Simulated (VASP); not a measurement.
# Ge (Fd-3m) in VASP: a series of runs

Runs on Ge. Level: revPBE+D3(BJ). Tasks: single point.

Program: VASP 6.6.1. These are calculated values, not measurements. Logs are shortened: lines on timing, memory, paths and dates and some standing lists are left out, and cuts for length are marked.

### 1 The cell of the first run

Symmetry: Fd-3m, No. 227, cubic system. The conventional cell has a = 5.581 Å, b = 5.581 Å, c = 5.581 Å, α = 90.00°, β = 90.00°, γ = 90.00°. Ge (site symmetry -43m) has 4 Ge at 2.42 Å within 3.2 Å.

### 2 Single point, revPBE+D3(BJ)

INCAR reads:

```
PREC = Accurate
ENCUT = 520
EDIFF = 1E-6
ISMEAR = -1
SIGMA = 0.05
LREAL = F
LASPH = T
NELM = 60
ALGO = Normal
ISIF = 2
LWAVE = F
LCHARG = T
GGA = RE
IVDW = 12
LELF = T
LVHAR = T
NBANDS = 21
```

KPOINTS reads:

```
regular mesh
0
Gamma
  8 8 8
```

POSCAR reads:

```
Ge
1.0
    0.0000000000      2.7906767997      2.7906767997
    2.7906767997      0.0000000000      2.7906767997
    2.7906767997      2.7906767997      0.0000000000
Ge
2
Direct
    0.7500000000      0.7500000000      0.7500000000
    0.5000000000      0.5000000000      0.5000000000
```

Potentials or basis: VASP PAW PBE potentials, release 64 (Ge_d).

The run is started by

```bash
$ cat potpaw_PBE.64/Ge_d/POTCAR > POTCAR
$ mpirun -np 1 vasp_std > vasp.out
```

OUTCAR:

```text
PREC = Accurate
   ENCUT = 520
   EDIFF = 1E-6
   ISMEAR = -1
   LREAL = F
   LASPH = T
   NELM = 60
   ISIF = 2
   GGA = RE
   IVDW = 12
 IVDW          = 12

 ion  position               nearest neighbor table
   1  0.750  0.750  0.750-   2 2.42   2 2.42   2 2.42   2 2.42
   2  0.500  0.500  0.500-   1 2.42   1 2.42   1 2.42   1 2.42

  LATTYP: Found a face centered cubic cell.
 ALAT       =     5.5813535994

  Lattice vectors:

 A1 = (   0.0000000000,   2.7906767997,   2.7906767997)
 A2 = (   2.7906767997,   0.0000000000,   2.7906767997)
 A3 = (   2.7906767997,   2.7906767997,   0.0000000000)

Analysis of symmetry for initial positions (statically):
=====================================================================
 Subroutine PRICEL returns:
 Original cell was already a primitive cell.

 Routine SETGRP: Setting up the symmetry group for a
 face centered cubic supercell.

 Subroutine GETGRP returns: Found 48 space group operations
 (whereof 24 operations were pure point group operations)
 out of a pool of 48 trial point group operations.

The static configuration has the point symmetry T_d .
 The point group associated with its full space group is O_h .

Analysis of symmetry for dynamics (positions and initial velocities):
=====================================================================
 Subroutine PRICEL returns:
 Original cell was already a primitive cell.

 Routine SETGRP: Setting up the symmetry group for a
 face centered cubic supercell.

 Subroutine GETGRP returns: Found 48 space group operations
 (whereof 24 operations were pure point group operations)
 out of a pool of 48 trial point group operations.

The dynamic configuration has the point symmetry T_d .
 The point group associated with its full space group is O_h .

 Subroutine INISYM returns: Found 48 space group operations
 (whereof 24 operations are pure point group operations),
 and found     1 'primitive' translations

----------------------------------------------------------------------------------------

                                     Primitive cell

  volume of cell :      43.4669

  direct lattice vectors                    reciprocal lattice vectors
     0.000000000  2.790676800  2.790676800    -0.179168007  0.179168007  0.179168007
     2.790676800  0.000000000  2.790676800     0.179168007 -0.179168007  0.179168007
     2.790676800  2.790676800  0.000000000     0.179168007  0.179168007 -0.179168007
[... 80 lines left out ...]
   LSORBIT =      F    spin-orbit coupling
   LASPH  =      T    aspherical Exc in radial PAW
   ENCUT  =  520.0 eV  38.22 Ry    6.18 a.u.   7.34  7.34  7.34*2*pi/ulx,y,z
   NELM   =     60;   NELMIN=  2; NELMDL= -5     # of ELM steps
   EDIFF  = 0.1E-05   stopping-criterion for ELM
   LREAL  =      F    real-space projection
   EDIFFG = 0.1E-04   stopping-criterion for IOM
   NSW    =      0    number of steps for IOM
   IBRION =     -1    ionic relax: 0-MD 1-quasi-New 2-CG
   NFREE  =      0    steps in history (QN), initial steepest desc. (CG)
   ISIF   =      2    stress and relaxation
   ISYM   =      2    0-nonsym 1-usesym 2-fastsym
   POTIM  = 0.5000    time-step for ionic-motion
   TEBEG  =    0.0;   TEEND  =   0.0 temperature during run
   PSTRESS=    0.0 pullay stress
   NELECT =      28.0000    total number of electrons
   NUPDOWN=      -1.0000    fix difference up-down
   EMIN   =  10.00;   EMAX   =-10.00  energy-range for DOS
   EFERMI =   0.00;   METHOD = LEGACY
   ISMEAR =    -1;   SIGMA  =   0.05  broadening in eV -4-tet -1-fermi 0-gaus
   EFERMI_NEDOS =   21; number of points for ismear=-14 and -15
   IALGO  =     38    algorithm
   IMIX   =      4    mixing-type and parameters
     AMIX     =   0.40;   BMIX     =  1.00
     AMIX_MAG =   1.60;   BMIX_MAG =  1.00
  volume/ion in A,a.u.               =      21.73       146.66
  Fermi-wavevector in a.u.,A,eV,Ry     =   1.413865  2.671818 27.198243  1.999014
  Thomas-Fermi vector in A             =   2.535467
   LORBIT       =      0    0 simple, 1 ext, 2 COOP (PROOUT), +10 PAW based schemes
   GGA     = RE    functional components
   LHFCALC =     F    Hartree Fock is set to
   AEXX    =    0.0000 exact exchange contribution
   IVDW    =    12    specifies the selected vdW correction
   LEPSILON=     F    determine dielectric tensor
   LRPA    =     F    only Hartree local field effects (RPA)
 non-spin polarized calculation
  energy-cutoff  :      520.00
  volume of cell :       43.47
 maximum number of plane-waves:      1211
 NGX is ok and might be reduce to    30
   NGX = 15   NGY = 15   NGZ = 15

 number of electron      28.0000021 magnetization

 Free energy of the ion-electron system (eV)
  ---------------------------------------------------
  ext. energy  EPLUGINS =         0.00000000
  ---------------------------------------------------
  free energy    TOTEN  =        -8.33485517 eV

  energy without entropy =       -8.33468108  energy(sigma->0) =       -8.33476813

 E-fermi :   5.6554     XC(G=0):  -9.9963

 val. band max:        5.4808686642   @ k =   0.0000   0.0000   0.0000
 cond. band min:       5.8537510848   @ k =   0.5000   0.0000   0.0000
 fundamental gap:      0.3728824206
 Fermi energy:         5.6554432383

 k-point     1 :       0.0000    0.0000    0.0000
  band No.  band energies     occupation
      1     -19.4164      2.00000
      2     -19.4164      2.00000
      3     -19.4164      2.00000
      4     -19.3773      2.00000
      5     -19.3773      2.00000
      6     -19.1443      2.00000
[... 565 lines left out ...]
     20      16.6394      0.00000
     21      17.2485      0.00000

 [... further k-points ...]

------------------------ aborting loop because EDIFF is reached ----------------------------------------

 Edisp (eV)   -1.18969

 E8    (eV) :    -0.8446

  FORCE on cell =-STRESS in cart. coord.  units (eV):
  Direction    XX          YY          ZZ          XY          YZ          ZX
  --------------------------------------------------------------------------------------
  -------------------------------------------------------------------------------------
  Total       1.00195     1.00195     1.00195    -0.00000     0.00000    -0.00000
  in kB      36.93144    36.93144    36.93144    -0.00000     0.00000    -0.00000
  external pressure =       36.93 kB  Pullay stress =        0.00 kB

 VOLUME and BASIS-vectors are now :
 -----------------------------------------------------------------------------
  energy-cutoff  :      520.00
  volume of cell :       43.47
      direct lattice vectors                 reciprocal lattice vectors
     0.000000000  2.790676800  2.790676800    -0.179168007  0.179168007  0.179168007
     2.790676800  0.000000000  2.790676800     0.179168007 -0.179168007  0.179168007
     2.790676800  2.790676800  0.000000000     0.179168007  0.179168007 -0.179168007

 POSITION                                       TOTAL-FORCE (eV/Angst)
 -----------------------------------------------------------------------------------
      4.18602      4.18602      4.18602        -0.000000     -0.000000     -0.000000
      2.79068      2.79068      2.79068         0.000000      0.000000      0.000000
 -----------------------------------------------------------------------------------
    total drift:                                0.000000     -0.000000     -0.000000

  FREE ENERGIE OF THE ION-ELECTRON SYSTEM (eV)
  ---------------------------------------------------
  free  energy   TOTEN  =        -9.5245475450 eV

  energy  without entropy=       -9.5243734459  energy(sigma->0) =       -9.52446050
```

Wall time 16 s (1 thread of AMD EPYC 9R45 (Zen 5), shared host); peak memory 0.15 GiB.

Results:

| Quantity | Value |
| --- | --- |
| Free energy | -9.5245 eV |
| Pressure | 3.7 GPa |
| Band gap on the k mesh | 0.37 eV (least direct gap 0.50 eV) |
| Dispersion energy per atom | -0.595 eV |

Caveat: the cell stands under pressure; the PAW data sets were made with another functional, which shifts forces and pressure a little. A k mesh can miss the band edges.

### 3 Single point, revPBE+D3(BJ)

This run uses another cell than the first one, of 22.19 Å³/atom.

INCAR reads:

```
ALGO = Normal ; EDIFF = 1E-7
ENCUT = 520 ; GGA = RE
ISIF = 2 ; ISMEAR = -1
IVDW = 12 ; LASPH = T
LCHARG = T ; LELF = T
LREAL = F ; LVHAR = T
LWAVE = F ; NBANDS = 21
NELM = 60 ; PREC = Accurate
SIGMA = 0.05
```

KPOINTS reads:

```
k-points
0
Gamma
  8 8 8
```

POSCAR reads:

```
Ge
1.0
    0.0000000000      2.8099234548      2.8099234548
    2.8099234548      0.0000000000      2.8099234548
    2.8099234548      2.8099234548      0.0000000000
Ge
2
Direct
    0.7500000000      0.7500000000      0.7500000000
    0.5000000000      0.5000000000      0.5000000000
```

Potentials or basis: VASP PAW PBE potentials, release 64 (Ge_d).

The run is started by

```bash
$ cat potpaw_PBE.64/Ge_d/POTCAR > POTCAR
$ mpirun -np 1 vasp_std > vasp.out
```

Run time: 16 s. Hardware: 1 thread of AMD EPYC 9R45 (Zen 5), shared host; peak memory 0.15 GiB.

The run converged. Its results:

* Free energy: -9.5411 eV
* Pressure: 2.0 GPa
* Band gap on the k mesh: 0.31 eV
* Dispersion energy per atom: -0.582 eV

Levels at points of the mesh, in eV from the valence-band top:
```
           k point  band 11  band 12  band 13  band 14  band 15  band 16  band 17  band 18
(0.00, 0.00, 0.00)   -12.91     0.00     0.00     0.00     0.31     2.57     2.57     2.57
(0.50, 0.00, 0.00)   -10.77    -7.67    -1.44    -1.44     0.31     3.77     3.77     7.25
(0.50, 0.50, 0.00)    -8.94    -8.94    -3.14    -3.14     0.78     0.78     9.72     9.72
```

Caveat: the PAW data sets were made with another functional, which shifts forces and pressure a little. A k mesh can miss the band edges.
